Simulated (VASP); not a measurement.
# Se (Fd-3m) in VASP: further runs

Se is run at these levels: PBE; tasks: single point.

All numbers are computed with VASP 6.6.1; they aren't measurements. Logs are shortened: lines on timing, memory, paths and dates and some standing lists are left out, and cuts for length are marked.

### 1 The cell of the first run

Symmetry: Fd-3m, No. 227, cubic system. Conventional cell: a = 5.025 Å, b = 5.025 Å, c = 5.025 Å, α = 90.00°, β = 90.00°, γ = 90.00°. Se (site symmetry -43m) has 4 Se at 2.18 Å within 2.9 Å.

This isn't the form of Se at room conditions, which is trigonal, of chains.

### 2 Single point, PBE (15.86 Å³/atom)

INCAR

```
  PREC = Accurate
  ENCUT = 520
  EDIFF = 1E-7
  ISMEAR = -1
  SIGMA = 0.1
  LREAL = False
  LASPH = True
  NELM = 60
  ALGO = Normal
  ISIF = 2
  LWAVE = False
  LCHARG = False
  GGA = PE
  NBANDS = 13
```

KPOINTS

```
Automatic mesh
0
Gamma
  11 11 11
```

POSCAR

```
Se
1.0
    0.0000000000      2.5126160269      2.5126160269
    2.5126160269      0.0000000000      2.5126160269
    2.5126160269      2.5126160269      0.0000000000
Se
2
Direct
   -0.1250000000     -0.1250000000     -0.1250000000
    0.1250000000      0.1250000000      0.1250000000
```

Potentials or basis: VASP PAW PBE potentials, release 64 (Se).

Launch:

```sh
cat potpaw_PBE.64/Se/POTCAR > POTCAR
mpirun -np 1 vasp_std > vasp.out
```

OUTCAR:

```text
PREC = Accurate
   ENCUT = 520
   EDIFF = 1E-7
   ISMEAR = -1
   LREAL = False
   LASPH = True
   NELM = 60
   ISIF = 2
   GGA = PE

 ion  position               nearest neighbor table
   1  0.875  0.875  0.875-   2 2.18   2 2.18   2 2.18   2 2.18
   2  0.125  0.125  0.125-   1 2.18   1 2.18   1 2.18   1 2.18

  LATTYP: Found a face centered cubic cell.
 ALAT       =     5.0252320538

  Lattice vectors:

 A1 = (   0.0000000000,   2.5126160269,   2.5126160269)
 A2 = (   2.5126160269,   0.0000000000,   2.5126160269)
 A3 = (   2.5126160269,   2.5126160269,   0.0000000000)

Analysis of symmetry for initial positions (statically):
=====================================================================
 Subroutine PRICEL returns:
 Original cell was already a primitive cell.

 Routine SETGRP: Setting up the symmetry group for a
 face centered cubic supercell.

 Subroutine GETGRP returns: Found 48 space group operations
 (whereof 12 operations were pure point group operations)
 out of a pool of 48 trial point group operations.

The static configuration has the point symmetry D_3d.
 The point group associated with its full space group is O_h .

Analysis of symmetry for dynamics (positions and initial velocities):
=====================================================================
 Subroutine PRICEL returns:
 Original cell was already a primitive cell.

 Routine SETGRP: Setting up the symmetry group for a
 face centered cubic supercell.

 Subroutine GETGRP returns: Found 48 space group operations
 (whereof 12 operations were pure point group operations)
 out of a pool of 48 trial point group operations.

The dynamic configuration has the point symmetry D_3d.
 The point group associated with its full space group is O_h .

 Subroutine INISYM returns: Found 48 space group operations
 (whereof 12 operations are pure point group operations),
 and found     1 'primitive' translations

----------------------------------------------------------------------------------------

                                     Primitive cell

  volume of cell :      31.7255

  direct lattice vectors                    reciprocal lattice vectors
     0.000000000  2.512616027  2.512616027    -0.198995786  0.198995786  0.198995786
     2.512616027  0.000000000  2.512616027     0.198995786 -0.198995786  0.198995786
     2.512616027  2.512616027  0.000000000     0.198995786  0.198995786 -0.198995786

  length of vectors
     3.553375662  3.553375662  3.553375662     0.344670811  0.344670811  0.344670811

[... 89 lines left out ...]
   TEBEG  =    0.0;   TEEND  =   0.0 temperature during run
   PSTRESS=    0.0 pullay stress
   NELECT =      12.0000    total number of electrons
   NUPDOWN=      -1.0000    fix difference up-down
   EMIN   =  10.00;   EMAX   =-10.00  energy-range for DOS
   EFERMI =   0.00;   METHOD = LEGACY
   ISMEAR =    -1;   SIGMA  =   0.10  broadening in eV -4-tet -1-fermi 0-gaus
   EFERMI_NEDOS =   21; number of points for ismear=-14 and -15
   IALGO  =     38    algorithm
   IMIX   =      4    mixing-type and parameters
     AMIX     =   0.40;   BMIX     =  1.00
     AMIX_MAG =   1.60;   BMIX_MAG =  1.00
  volume/ion in A,a.u.               =      15.86       107.05
  Fermi-wavevector in a.u.,A,eV,Ry     =   1.183948  2.237336 19.071718  1.401732
  Thomas-Fermi vector in A             =   2.320172
   LORBIT       =      0    0 simple, 1 ext, 2 COOP (PROOUT), +10 PAW based schemes
   GGA     = PE    functional components
   LHFCALC =     F    Hartree Fock is set to
   AEXX    =    0.0000 exact exchange contribution
   IVDW    =     0    specifies the selected vdW correction
   LEPSILON=     F    determine dielectric tensor
   LRPA    =     F    only Hartree local field effects (RPA)
 non-spin polarized calculation
  energy-cutoff  :      520.00
  volume of cell :       31.73
 maximum number of plane-waves:       881
   NGX = 13   NGY = 13   NGZ = 13

 number of electron      12.0000001 magnetization

 Free energy of the ion-electron system (eV)
  ---------------------------------------------------
  ext. energy  EPLUGINS =         0.00000000
  ---------------------------------------------------
  free energy    TOTEN  =        -0.11649470 eV

  energy without entropy =       -0.07986148  energy(sigma->0) =       -0.09817809

 E-fermi :   9.7613     XC(G=0): -11.3762

 val. band max:        9.7017450133   @ k =  -0.3636   0.2727   0.0909
 cond. band min:       9.7785703275   @ k =   0.2727   0.0909   0.0000
 fundamental gap:      0.0768253141
 Fermi energy:         9.7613210613

 k-point     1 :       0.0000    0.0000    0.0000
  band No.  band energies     occupation
      1     -11.8746      2.00000
      2       3.5230      2.00000
      3       3.7468      2.00000
      4       3.7468      2.00000
      5       3.7468      2.00000
      6       7.7593      2.00000
      7       7.7593      2.00000
      8       7.7593      2.00000
      9      14.2731      0.00000
     10      16.7519      0.00000
     11      16.7519      0.00000
     12      19.6866      0.00000
     13      19.6866      0.00000
[... 354 lines left out ...]
  band No.  band energies     occupation
      1     -10.6415      2.00000
      2      -2.5550      2.00000
      3       0.9189      2.00000
      4       2.8628      2.00000
      5       6.7006      2.00000
      6       9.2020      1.99258
      7       9.4593      1.90697
      8      11.0923      0.00000
      9      14.5847      0.00000
     10      17.3011      0.00000
     11      17.5941      0.00000
     12      20.6331      0.00000
     13      22.9288      0.00000

 [... further k-points ...]

------------------------ aborting loop because EDIFF is reached ----------------------------------------

  FORCE on cell =-STRESS in cart. coord.  units (eV):
  Direction    XX          YY          ZZ          XY          YZ          ZX
  --------------------------------------------------------------------------------------
  -------------------------------------------------------------------------------------
  Total       20.8854405     20.8854405     20.8854405     -0.0000000     -0.0000000      0.0000000
  in kB     1054.7410528   1054.7410528   1054.7410528     -0.0000000     -0.0000000      0.0000000
  external PRESSURE =    1054.7410528 kB  Pullay stress =       0.0000000 kB

 VOLUME and BASIS-vectors are now :
 -----------------------------------------------------------------------------
  energy-cutoff  :      520.00
  volume of cell :       31.73
      direct lattice vectors                 reciprocal lattice vectors
     0.000000000  2.512616027  2.512616027    -0.198995786  0.198995786  0.198995786
     2.512616027  0.000000000  2.512616027     0.198995786 -0.198995786  0.198995786
     2.512616027  2.512616027  0.000000000     0.198995786  0.198995786 -0.198995786

 POSITION                                       TOTAL-FORCE (eV/Angst)
 -----------------------------------------------------------------------------------
      4.39708      4.39708      4.39708        -0.000000      0.000000      0.000000
      0.62815      0.62815      0.62815         0.000000      0.000000     -0.000000
 -----------------------------------------------------------------------------------
    total drift:                                0.000000     -0.000000     -0.000000

  FREE ENERGIE OF THE ION-ELECTRON SYSTEM (eV)
  ---------------------------------------------------
  free  energy   TOTEN  =        -0.1164946963 eV

  energy  without entropy=       -0.0798614797  energy(sigma->0) =       -0.09817809
```

stdout:

```text
POSCAR found type information on POSCAR Se
 POSCAR found :  1 types and       2 ions
 scaLAPACK will be used
 LDA part: xc-table for (Slater+PW92), standard interpolation
 POSCAR, INCAR and KPOINTS ok, starting setup
 FFT: planning ... GRIDC
 FFT: planning ... GRID_SOFT
 FFT: planning ... GRID
 WAVECAR not read
 entering main loop
```

Wall time 16 s (1 thread of AMD EPYC 7R13 (Zen 3), shared host); peak memory 0.13 GiB.

What came out:

| Property | Result |
| --- | --- |
| Free energy | -0.1165 eV |
| Pressure | 105.5 GPa |
| Band gap on the k mesh | zero (bands 6 and 7 overlap by 3.41 eV) |

Caveat: the cell stands under pressure.

### 3 Single point, PBE (19.04 Å³/atom)

This run uses another cell than the first one, of 19.04 Å³/atom.

INCAR

```
SYSTEM = Se
ALGO     = Normal         ! electronic algorithm
EDIFF    = 1E-6           ! SCF threshold, eV
ENCUT    = 520            ! plane-wave cutoff, eV
GGA      = PE             ! functional
ISIF     = 2              ! what is computed and relaxed
ISMEAR   = -1             ! smearing method
LASPH    = .TRUE.         ! aspherical terms in the spheres
LCHARG   = .FALSE.        ! write CHGCAR
LREAL    = .FALSE.        ! projectors in reciprocal space
LWAVE    = .FALSE.        ! write WAVECAR
NBANDS   = 13             ! bands
NELM     = 100            ! most SCF steps
PREC     = Accurate       ! precision mode
SIGMA    = 0.1            ! smearing width, eV
```

KPOINTS

```
k-points
0
G
  11 11 11
  0 0 0
```

POSCAR

```
Se
1.0
    0.0000000000      2.6700529520      2.6700529520
    2.6700529520      0.0000000000      2.6700529520
    2.6700529520      2.6700529520      0.0000000000
Se
2
Direct
   -0.1250000000     -0.1250000000     -0.1250000000
    0.1250000000      0.1250000000      0.1250000000
```

Potentials or basis: VASP PAW PBE potentials, release 64 (Se).

Launch:

```sh
cat potpaw_PBE.64/Se/POTCAR > POTCAR
mpirun -np 1 vasp_std > vasp.out
```

It took 14 s on 1 thread of AMD EPYC 7R13 (Zen 3), shared host; peak memory 0.13 GiB.

The run converged. Its results:

```yaml
Free_energy: -3.1646 eV
Pressure: 54.7 GPa
Band_gap_on_the_k_mesh: zero (bands 6 and 7 overlap by 2.65 eV)
```

Levels at points of the mesh, in eV from the Fermi level:
```tsv
k point	band 4	band 5	band 6	band 7	band 8	band 9
(0.00, 0.00, 0.00)	-5.35	-5.35	-1.66	-1.66	-1.66	4.37
```

Caveat: the cell stands under pressure.

### 4 Single point, PBE (19.04 Å³/atom)

This run uses another cell than the first one, of 19.04 Å³/atom.

INCAR

```
  PREC = Accurate
  ENCUT = 520
  EDIFF = 1E-6
  ISMEAR = -1
  SIGMA = 0.1
  LREAL = False
  LASPH = True
  NELM = 80
  ALGO = Normal
  ISIF = 2
  LWAVE = False
  LCHARG = True
  GGA = PE
  LELF = True
  LVHAR = True
  NBANDS = 13
```

KPOINTS

```
regular mesh
0
Gamma
  11 11 11
```

POSCAR is that of step 3.

Launch:

```sh
cat potpaw_PBE.64/Se/POTCAR > POTCAR
mpirun -np 1 vasp_std > vasp.out
```

It took 16 s on 1 thread of AMD EPYC 7R13 (Zen 3), shared host; peak memory 0.13 GiB.

It converged, with:

```
Free energy            : -3.1646 eV
Pressure               : 54.7 GPa
Band gap on the k mesh : zero (bands 6 and 7 overlap by 2.65 eV)
```

Levels at points of the mesh, in eV from the Fermi level:
| k point | band 4 | band 5 | band 6 | band 7 | band 8 | band 9 |
| --- | --- | --- | --- | --- | --- | --- |
| (0.00, 0.00, 0.00) | -5.35 | -5.35 | -1.66 | -1.66 | -1.66 | 4.37 |

Caveat: the cell stands under pressure.

### 5 Single point, PBE (22.21 Å³/atom)

This run uses another cell than the first one, of 22.21 Å³/atom.

INCAR

```
SYSTEM = Se
  PREC = Accurate
  ENCUT = 520
  EDIFF = 1E-6
  ISMEAR = -1
  SIGMA = 0.1
  LREAL = .False.
  LASPH = .True.
  NELM = 60
  ALGO = Normal
  ISIF = 2
  LWAVE = .False.
  LCHARG = .False.
  GGA = PE
  NBANDS = 13
```

KPOINTS

```
Automatic mesh
0
Gamma
  11 11 11
  0 0 0
```

POSCAR

```
Se
1.0
    0.0000000000      2.8108357649      2.8108357649
    2.8108357649      0.0000000000      2.8108357649
    2.8108357649      2.8108357649      0.0000000000
Se
2
Direct
   -0.1250000000     -0.1250000000     -0.1250000000
    0.1250000000      0.1250000000      0.1250000000
```

Launch:

```sh
cat potpaw_PBE.64/Se/POTCAR > POTCAR
mpirun -np 1 vasp_std > vasp.out
```

Run time: 21 s. Hardware: 1 thread of AMD EPYC 7R13 (Zen 3), shared host; peak memory 0.15 GiB.

Results (log left out):

```
Free energy            : -4.7621 eV
Pressure               : 28.5 GPa
Band gap on the k mesh : zero (bands 6 and 7 overlap by 2.00 eV)
```

Levels at points of the mesh, in eV from the Fermi level:
| k point | band 4 | band 5 | band 6 | band 7 | band 8 | band 9 |
| --- | --- | --- | --- | --- | --- | --- |
| (0.00, 0.00, 0.00) | -4.75 | -4.75 | -1.36 | -1.36 | -1.36 | 4.33 |

Caveat: the cell stands under pressure.

### 6 Single point, PBE (25.38 Å³/atom)

This run uses another cell than the first one, of 25.38 Å³/atom.

INCAR

```
  PREC = Accurate
  ENCUT = 520
  EDIFF = 1E-7
  ISMEAR = -1
  SIGMA = 0.1
  LREAL = F
  LASPH = T
  NELM = 80
  ALGO = Normal
  ISIF = 2
  LWAVE = F
  LCHARG = F
  GGA = PE
  NBANDS = 13
```

KPOINTS

```
Automatic mesh
0
Gamma
  11 11 11
```

POSCAR

```
Se
1.0
    0.0000000000      2.9387735327      2.9387735327
    2.9387735327      0.0000000000      2.9387735327
    2.9387735327      2.9387735327      0.0000000000
Se
2
Direct
   -0.1250000000     -0.1250000000     -0.1250000000
    0.1250000000      0.1250000000      0.1250000000
```

Potentials or basis: VASP PAW PBE potentials, release 64 (Se).

Launch:

```sh
cat potpaw_PBE.64/Se/POTCAR > POTCAR
mpirun -np 1 vasp_std > vasp.out
```

OUTCAR:

```text
PREC = Accurate
   ENCUT = 520
   EDIFF = 1E-7
   ISMEAR = -1
   LREAL = F
   LASPH = T
   NELM = 80
   ISIF = 2
   GGA = PE

 ion  position               nearest neighbor table
   1  0.875  0.875  0.875-   2 2.55   2 2.55   2 2.55   2 2.55
   2  0.125  0.125  0.125-   1 2.55   1 2.55   1 2.55   1 2.55

  LATTYP: Found a face centered cubic cell.
 ALAT       =     5.8775470654

  Lattice vectors:

 A1 = (   0.0000000000,   2.9387735327,   2.9387735327)
 A2 = (   2.9387735327,   0.0000000000,   2.9387735327)
 A3 = (   2.9387735327,   2.9387735327,   0.0000000000)

Analysis of symmetry for initial positions (statically):
=====================================================================
 Subroutine PRICEL returns:
 Original cell was already a primitive cell.

 Routine SETGRP: Setting up the symmetry group for a
 face centered cubic supercell.

 Subroutine GETGRP returns: Found 48 space group operations
 (whereof 12 operations were pure point group operations)
 out of a pool of 48 trial point group operations.

The static configuration has the point symmetry D_3d.
 The point group associated with its full space group is O_h .

Analysis of symmetry for dynamics (positions and initial velocities):
=====================================================================
 Subroutine PRICEL returns:
 Original cell was already a primitive cell.

 Routine SETGRP: Setting up the symmetry group for a
 face centered cubic supercell.

 Subroutine GETGRP returns: Found 48 space group operations
 (whereof 12 operations were pure point group operations)
 out of a pool of 48 trial point group operations.

The dynamic configuration has the point symmetry D_3d.
 The point group associated with its full space group is O_h .

 Subroutine INISYM returns: Found 48 space group operations
 (whereof 12 operations are pure point group operations),
 and found     1 'primitive' translations

----------------------------------------------------------------------------------------

[... 121 lines left out ...]
   LEPSILON=     F    determine dielectric tensor
   LRPA    =     F    only Hartree local field effects (RPA)
 non-spin polarized calculation
  energy-cutoff  :      520.00
  volume of cell :       50.76
 maximum number of plane-waves:      1387
   NGX = 15   NGY = 15   NGZ = 15

 number of electron      11.9999998 magnetization

 Free energy of the ion-electron system (eV)
  ---------------------------------------------------
  ext. energy  EPLUGINS =         0.00000000
  ---------------------------------------------------
  free energy    TOTEN  =        -5.57054760 eV

  energy without entropy =       -5.51767850  energy(sigma->0) =       -5.54411305

 E-fermi :   4.1341     XC(G=0):  -9.1276

 val. band max:        4.1087323606   @ k =  -0.4545   0.1818   0.0000
 cond. band min:       4.1448106233   @ k =  -0.2727   0.3636   0.0909
 fundamental gap:      0.0360782627
 Fermi energy:         4.1341314576

 k-point     1 :       0.0000    0.0000    0.0000
  band No.  band energies     occupation
      1     -12.7838      2.00000
      2      -5.3648      2.00000
      3      -0.0995      2.00000
      4      -0.0995      2.00000
      5      -0.0995      2.00000
      6       3.0149      1.99997
      7       3.0149      1.99997
      8       3.0149      1.99997
      9       8.4613      0.00000
     10      11.5178      0.00000
     11      11.5178      0.00000
     12      13.7524      0.00000
     13      13.7524      0.00000
[... 354 lines left out ...]
  band No.  band energies     occupation
      1     -12.0588      2.00000
      2      -7.3395      2.00000
      3      -1.6696      2.00000
      4      -0.6278      2.00000
      5       0.6565      2.00000
      6       3.8127      1.92274
      7       3.8993      1.82564
      8       4.9599      0.00052
      9      10.0805      0.00000
     10      10.6817      0.00000
     11      11.2165      0.00000
     12      14.4186      0.00000
     13      15.3827      0.00000

 [... further k-points ...]

------------------------ aborting loop because EDIFF is reached ----------------------------------------

  FORCE on cell =-STRESS in cart. coord.  units (eV):
  Direction    XX          YY          ZZ          XY          YZ          ZX
  --------------------------------------------------------------------------------------
  -------------------------------------------------------------------------------------
  Total        4.3397038      4.3397038      4.3397038     -0.0000000      0.0000000      0.0000000
  in kB      136.9753179    136.9753179    136.9753179     -0.0000000      0.0000000      0.0000000
  external PRESSURE =     136.9753179 kB  Pullay stress =       0.0000000 kB

 VOLUME and BASIS-vectors are now :
 -----------------------------------------------------------------------------
  energy-cutoff  :      520.00
  volume of cell :       50.76
      direct lattice vectors                 reciprocal lattice vectors
     0.000000000  2.938773533  2.938773533    -0.170139003  0.170139003  0.170139003
     2.938773533  0.000000000  2.938773533     0.170139003 -0.170139003  0.170139003
     2.938773533  2.938773533  0.000000000     0.170139003  0.170139003 -0.170139003

 POSITION                                       TOTAL-FORCE (eV/Angst)
 -----------------------------------------------------------------------------------
      5.14285      5.14285      5.14285        -0.000000      0.000000     -0.000000
      0.73469      0.73469      0.73469         0.000000     -0.000000      0.000000
 -----------------------------------------------------------------------------------
    total drift:                                0.000000      0.000000     -0.000000

  FREE ENERGIE OF THE ION-ELECTRON SYSTEM (eV)
  ---------------------------------------------------
  free  energy   TOTEN  =        -5.5705476000 eV

  energy  without entropy=       -5.5176784969  energy(sigma->0) =       -5.54411305
```

Wall time 26 s (1 thread of AMD EPYC 7R13 (Zen 3), shared host); peak memory 0.15 GiB.

Results:

```
Free energy            : -5.5705 eV
Pressure               : 13.7 GPa
Band gap on the k mesh : zero (bands 6 and 7 overlap by 1.48 eV)
```

Caveat: the cell stands under pressure.

### 7 The runs side by side

| cell | gap on the mesh (eV) | pressure (GPa) |
| --- | --- | --- |
| a = 3.553 Å, angles 60.0°, 2 atoms | none | 105.5 |
| a = 3.776 Å, angles 60.0°, 2 atoms | none | 54.7 |
| a = 3.975 Å, angles 60.0°, 2 atoms | none | 28.5 |
| a = 4.156 Å, angles 60.0°, 2 atoms | none | 13.7 |

Alike in all rows: task single point; level PBE; potentials or basis VASP PAW PBE potentials, release 64 (Se); no spin polarisation; k mesh 11 × 11 × 11; cutoff (eV) 520; smearing fermi-dirac 0.1 eV.

Caveats: the cell stands under pressure.

Total energies depend on the potentials used, so only differences within one code and one set of settings carry meaning.
